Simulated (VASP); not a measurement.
# NaF (Villiaumite) (Fm-3m) in VASP: single point with PBE

Aim: the single point of NaF (Villiaumite) with PBE.

Program: VASP 6.6.1. These are calculated values, not measurements. Logs are shortened: lines on timing, memory, paths and dates and some standing lists are left out, and cuts for length are marked.

## Step 1: The cell of the first run

The structure is cubic, space group Fm-3m (No. 225). Conventional cell: a = 4.640 Å, b = 4.640 Å, c = 4.640 Å, α = 90.00°, β = 90.00°, γ = 90.00°. Na (site symmetry m-3m) has 6 F at 2.32 Å within 3.1 Å. Within 3.1 Å of F (site symmetry m-3m) lie 6 Na at 2.32 Å.

## Step 2: Single point, PBE

Contents of INCAR:

```
SYSTEM = NaF
PREC = Accurate ; ENCUT = 600
EDIFF = 1E-6 ; ISMEAR = 0
SIGMA = 0.01 ; LREAL = .False.
LASPH = .True. ; NELM = 120
ALGO = Normal ; ISIF = 2
LWAVE = .False. ; LCHARG = .False.
GGA = PE ; NBANDS = 14
GGA_COMPAT = .False.
```

Contents of KPOINTS:

```
Automatic mesh
0
Gamma
  6 6 6
  0 0 0
```

Contents of POSCAR:

```
NaF
1.0
    3.2809750000      0.0000000000      0.0000000000
    1.6404875000      2.8414076992      0.0000000000
    1.6404875000      0.9471358997      2.6789048696
Na F
1 1
Direct
    0.0000000000      0.0000000000      0.0000000000
    0.5000000000      0.5000000000      0.5000000000
```

Potentials or basis: VASP PAW PBE potentials, release 64 (Na_pv, F).

The run is started by

```console
> cat potpaw_PBE.64/Na_pv/POTCAR potpaw_PBE.64/F/POTCAR > POTCAR
> mpirun -np 1 vasp_std > vasp.out
```

OUTCAR:

```text
SYSTEM = NaF
   PREC = Accurate
   ENCUT = 600
   EDIFF = 1E-6
   ISMEAR = 0
   LREAL = .False.
   LASPH = .True.
   NELM = 120
   ISIF = 2
   GGA = PE

 ion  position               nearest neighbor table
   1  0.000  0.000  0.000-   2 2.32   2 2.32   2 2.32   2 2.32   2 2.32   2 2.32
   2  0.500  0.500  0.500-   1 2.32   1 2.32   1 2.32   1 2.32   1 2.32   1 2.32

  LATTYP: Found a face centered cubic cell.
 ALAT       =     4.6399993428

  Lattice vectors:

 A1 = (   3.2809750000,   0.0000000000,   0.0000000000)
 A2 = (   1.6404875000,   2.8414076992,   0.0000000000)
 A3 = (   1.6404875000,   0.9471358997,   2.6789048696)

Analysis of symmetry for initial positions (statically):
=====================================================================
 Subroutine PRICEL returns:
 Original cell was already a primitive cell.

 Routine SETGRP: Setting up the symmetry group for a
 face centered cubic supercell.

 Subroutine GETGRP returns: Found 48 space group operations
 (whereof 48 operations were pure point group operations)
 out of a pool of 48 trial point group operations.

The static configuration has the point symmetry O_h .

Analysis of symmetry for dynamics (positions and initial velocities):
=====================================================================
 Subroutine PRICEL returns:
 Original cell was already a primitive cell.

 Routine SETGRP: Setting up the symmetry group for a
 face centered cubic supercell.

 Subroutine GETGRP returns: Found 48 space group operations
 (whereof 48 operations were pure point group operations)
 out of a pool of 48 trial point group operations.

The dynamic configuration has the point symmetry O_h .

 Subroutine INISYM returns: Found 48 space group operations
 (whereof 48 operations are pure point group operations),
 and found     1 'primitive' translations

----------------------------------------------------------------------------------------

                                     Primitive cell

  volume of cell :      24.9743

  direct lattice vectors                    reciprocal lattice vectors
     3.280975000  0.000000000  0.000000000     0.304787449 -0.175969116 -0.124428955
     1.640487500  2.841407699  0.000000000     0.000000000  0.351938231 -0.124428955
     1.640487500  0.947135900  2.678904870     0.000000000  0.000000000  0.373286865

  length of vectors
     3.280975000  3.280975000  3.280975000     0.373286865  0.373286865  0.373286865

  position of ions in fractional coordinates (direct lattice)
     0.000000000  0.000000000  0.000000000
     0.500000000  0.500000000  0.500000000

  ion indices of the primitive-cell ions
   primitive index   ion index
                 1           1
                 2           2

----------------------------------------------------------------------------------------

 KPOINTS: Automatic mesh

Automatic generation of k-mesh.
 Grid dimensions read from file:
 generate k-points for:    6    6    6

 Generating k-lattice:

  Cartesian coordinates                     Fractional coordinates (reciprocal lattice)
     0.050797908 -0.029328186 -0.020738159     0.166666667 -0.000000000 -0.000000000
     0.000000000  0.058656372 -0.020738159     0.000000000  0.166666667  0.000000000
     0.000000000  0.000000000  0.062214477     0.000000000  0.000000000  0.166666667

  Length of vectors
     0.062214477  0.062214477  0.062214477

  Shift w.r.t. Gamma in fractional coordinates (k-lattice)
     0.000000000  0.000000000  0.000000000

 Subroutine IBZKPT returns following result:
 ===========================================

 Found     16 irreducible k-points:

 Following reciprocal coordinates:
            Coordinates               Weight
  0.000000  0.000000  0.000000      1.000000
  0.166667  0.000000 -0.000000      8.000000
  0.333333  0.000000 -0.000000      8.000000
  0.500000  0.000000 -0.000000      4.000000
  0.166667  0.166667 -0.000000      6.000000
  0.333333  0.166667 -0.000000     24.000000
[... 8 lines left out ...]
 -0.333333  0.333333  0.166667     24.000000
 -0.333333  0.500000  0.166667     12.000000
   k-points           NKPTS =     16   k-points in BZ     NKDIM =     16   number of bands    NBANDS=     14
   number of dos      NEDOS =    301   number of ions     NIONS =      2
   total plane-waves  NPLWV =  21952
   dimension x,y,z NGX =    28 NGY =   28 NGZ =   28
   dimension x,y,z NGXF=    56 NGYF=   56 NGZF=   56
   ions per type =               1   1
   NGX,Y,Z   is equivalent  to a cutoff of  14.19, 14.19, 14.19 a.u.
   NGXF,Y,Z  is equivalent  to a cutoff of  28.38, 28.38, 28.38 a.u.
 SYSTEM =  NaF
   PREC   = accura    normal or accurate (medium, high low for compatibility)
   ISTART =      0    job   : 0-new  1-cont  2-samecut
   ICHARG =      2    charge: 1-file 2-atom 10-const
   ISPIN  =      1    spin polarized calculation?
   LNONCOLLINEAR =      F non collinear calculations
   LSORBIT =      F    spin-orbit coupling
   LASPH  =      T    aspherical Exc in radial PAW
   ENCUT  =  600.0 eV  44.10 Ry    6.64 a.u.   6.55  6.55  6.55*2*pi/ulx,y,z
   NELM   =    120;   NELMIN=  2; NELMDL= -5     # of ELM steps
   EDIFF  = 0.1E-05   stopping-criterion for ELM
   LREAL  =      F    real-space projection
   EDIFFG = 0.1E-04   stopping-criterion for IOM
   NSW    =      0    number of steps for IOM
   IBRION =     -1    ionic relax: 0-MD 1-quasi-New 2-CG
   NFREE  =      0    steps in history (QN), initial steepest desc. (CG)
   ISIF   =      2    stress and relaxation
   ISYM   =      2    0-nonsym 1-usesym 2-fastsym
   POTIM  = 0.5000    time-step for ionic-motion
   TEBEG  =    0.0;   TEEND  =   0.0 temperature during run
   PSTRESS=    0.0 pullay stress
   NELECT =      14.0000    total number of electrons
   NUPDOWN=      -1.0000    fix difference up-down
   EMIN   =  10.00;   EMAX   =-10.00  energy-range for DOS
   EFERMI =   0.00;   METHOD = LEGACY
   ISMEAR =     0;   SIGMA  =   0.01  broadening in eV -4-tet -1-fermi 0-gaus
   EFERMI_NEDOS =   21; number of points for ismear=-14 and -15
   IALGO  =     38    algorithm
   IMIX   =      4    mixing-type and parameters
     AMIX     =   0.40;   BMIX     =  1.00
     AMIX_MAG =   1.60;   BMIX_MAG =  1.00
  volume/ion in A,a.u.               =      12.49        84.27
  Fermi-wavevector in a.u.,A,eV,Ry     =   1.349852  2.550851 24.791193  1.822101
  Thomas-Fermi vector in A             =   2.477405
   LORBIT       =      0    0 simple, 1 ext, 2 COOP (PROOUT), +10 PAW based schemes
   GGA     = PE    functional components
   LHFCALC =     F    Hartree Fock is set to
   AEXX    =    0.0000 exact exchange contribution
   IVDW    =     0    specifies the selected vdW correction
   LEPSILON=     F    determine dielectric tensor
   LRPA    =     F    only Hartree local field effects (RPA)
 non-spin polarized calculation
 Gauss-broadening in eV      SIGMA  =   0.01
  energy-cutoff  :      600.00
  volume of cell :       24.97
 maximum number of plane-waves:       869
 NGX is ok and might be reduce to    28
   NGX = 13   NGY = 13   NGZ = 13

 number of electron      14.0000006 magnetization

 Free energy of the ion-electron system (eV)
  ---------------------------------------------------
  ext. energy  EPLUGINS =         0.00000000
  ---------------------------------------------------
  free energy    TOTEN  =        -8.56461166 eV

  energy without entropy =       -8.56461166  energy(sigma->0) =       -8.56461166

 E-fermi :  -2.0378     XC(G=0):  -9.1363

 val. band max:       -2.1039726811   @ k =   0.0000   0.0000   0.0000
 cond. band min:       4.1765323586   @ k =   0.0000   0.0000   0.0000
 fundamental gap:      6.2805050397
 Fermi energy:        -2.0378120932

 k-point     1 :       0.0000    0.0000    0.0000
  band No.  band energies     occupation
      1     -21.2709      2.00000
      2     -21.0601      2.00000
      3     -21.0601      2.00000
      4     -21.0601      2.00000
      5      -2.1040      2.00000
      6      -2.1040      2.00000
      7      -2.1040      2.00000
      8       4.1765      0.00000
      9      16.8467      0.00000
     10      16.8467      0.00000
     11      16.8467      0.00000
     12      19.7039      0.00000
     13      21.8744      0.00000
     14      21.8744      0.00000

 k-point     2 :       0.1667    0.0000   -0.0000
  band No.  band energies     occupation
      1     -21.5594      2.00000
      2     -21.0632      2.00000
      3     -21.0632      2.00000
      4     -20.7374      2.00000
      5      -2.5860      2.00000
      6      -2.1680      2.00000
      7      -2.1680      2.00000
      8       5.1014      0.00000
      9      14.3768      0.00000
     10      17.2457      0.00000
     11      17.2457      0.00000
     12      21.0229      0.00000
     13      21.0229      0.00000
     14      22.0964      0.00000

 k-point     3 :       0.3333    0.0000   -0.0000
  band No.  band energies     occupation
      1     -21.8128      2.00000
      2     -21.0692      2.00000
      3     -21.0692      2.00000
      4     -20.4144      2.00000
      5      -3.3558      2.00000
      6      -2.2940      2.00000
      7      -2.2940      2.00000
      8       7.0859      0.00000
      9      11.8604      0.00000
     10      17.8602      0.00000
     11      17.8602      0.00000
     12      20.5396      0.00000
     13      20.5396      0.00000
     14      21.8846      0.00000
[... 188 lines left out ...]
 k-point    15 :      -0.3333    0.3333    0.1667
  band No.  band energies     occupation
      1     -21.6428      2.00000
      2     -21.1344      2.00000
      3     -21.1109      2.00000
      4     -20.5032      2.00000
      5      -3.2292      2.00000
      6      -2.8265      2.00000
      7      -2.5131      2.00000
      8      10.2758      0.00000
      9      10.7756      0.00000
     10      14.0131      0.00000
     11      15.8609      0.00000
     12      20.5005      0.00000
     13      21.1936      0.00000
     14      25.7495      0.00000

 k-point    16 :      -0.3333    0.5000    0.1667
  band No.  band energies     occupation
      1     -21.4535      2.00000
      2     -21.1764      2.00000
      3     -21.1336      2.00000
      4     -20.6550      2.00000
      5      -3.1770      2.00000
      6      -2.7473      2.00000
      7      -2.6310      2.00000
      8      11.0530      0.00000
      9      11.1371      0.00000
     10      12.4408      0.00000
     11      15.5672      0.00000
     12      19.3160      0.00000
     13      23.8052      0.00000
     14      23.9561      0.00000

------------------------ aborting loop because EDIFF is reached ----------------------------------------

  FORCE on cell =-STRESS in cart. coord.  units (eV):
  Direction    XX          YY          ZZ          XY          YZ          ZX
  --------------------------------------------------------------------------------------
  -------------------------------------------------------------------------------------
  Total        0.2634069      0.2634069      0.2634069      0.0000000     -0.0000000      0.0000000
  in kB       16.8983352     16.8983352     16.8983352      0.0000000     -0.0000000      0.0000000
  external PRESSURE =      16.8983352 kB  Pullay stress =       0.0000000 kB

 VOLUME and BASIS-vectors are now :
 -----------------------------------------------------------------------------
  energy-cutoff  :      600.00
  volume of cell :       24.97
      direct lattice vectors                 reciprocal lattice vectors
     3.280975000  0.000000000  0.000000000     0.304787449 -0.175969116 -0.124428955
     1.640487500  2.841407699  0.000000000     0.000000000  0.351938231 -0.124428955
     1.640487500  0.947135900  2.678904870     0.000000000  0.000000000  0.373286865

 POSITION                                       TOTAL-FORCE (eV/Angst)
 -----------------------------------------------------------------------------------
      0.00000      0.00000      0.00000         0.000000     -0.000000      0.000000
      3.28098      1.89427      1.33945        -0.000000      0.000000      0.000000
 -----------------------------------------------------------------------------------
    total drift:                                0.000000      0.000000      0.000000

  FREE ENERGIE OF THE ION-ELECTRON SYSTEM (eV)
  ---------------------------------------------------
  free  energy   TOTEN  =        -8.5646116643 eV

  energy  without entropy=       -8.5646116643  energy(sigma->0) =       -8.56461166
```

Run time: 3.7 s. Hardware: 1 thread of Intel Xeon 6975P-C (Granite Rapids), shared host; peak memory 0.14 GiB.

What came out:

| Property | Result |
| --- | --- |
| Free energy | -8.5646 eV |
| Pressure | 1.7 GPa |
| Band gap on the k mesh | 6.28 eV, direct |
